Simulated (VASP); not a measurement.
Wanted: the native input for a VASP 6.6.1 run.

| Property | Result |
| --- | --- |
| Task | single point |
| Functional | PBE |
| Potentials or basis | VASP PAW PBE potentials, release 64 (Al, Cu) |
| Cutoff | 520 eV |
| k mesh | 10 × 10 × 10 |
| Occupations | fermi-dirac, width 0.15 eV |
| Spin | no spin polarisation |
| Dipole correction | no |
| Further INCAR settings | ALGO = Fast; EDIFF = 1e-06; NBANDS = 26 |

The structure of Al2Cu lies in POSCAR:

```
Al2Cu
1.0
   -3.0277583454      3.0277583454      2.4411158200
    3.0277583454     -3.0277583454      2.4411158200
    3.0277583454      3.0277583454     -2.4411158200
Al Cu
4 2
Direct
    0.3414340351      0.1585659649      0.5000000000
    0.1585659649      0.6585659649      0.8171319299
    0.8414340351      0.3414340351      0.1828680701
    0.6585659649      0.8414340351      0.5000000000
    0.7500000000      0.7500000000      0.0000000000
    0.2500000000      0.2500000000      0.0000000000
```

The input as run:

INCAR

```
SYSTEM = Al2Cu
ALGO = Fast
EDIFF = 1E-6
ENCUT = 520
GGA = PE
ISIF = 2
ISMEAR = -1
LASPH = .TRUE.
LCHARG = .FALSE.
LREAL = .FALSE.
LWAVE = .FALSE.
NBANDS = 26
NELM = 80
PREC = Accurate
SIGMA = 0.15
```

KPOINTS

```
k-points
0
G
  10 10 10
  0 0 0
```

Potentials or basis: VASP PAW PBE potentials, release 64 (Al, Cu).

Run with:

```bash
$ cat potpaw_PBE.64/Al/POTCAR potpaw_PBE.64/Cu/POTCAR > POTCAR
$ mpirun -np 1 vasp_std > vasp.out
```

It gave:

| Property | Result |
| --- | --- |
| Pressure | 0.2 GPa |
| Largest force | 0.003 eV/Å |
| Band gap on the k mesh | zero (bands 17 and 18 overlap by 4.32 eV) |

Wall time 3.3 min on 1 thread of AMD EPYC 9R45 96-Core Processor (Zen 5) (shared host), peak memory 0.34 GiB.
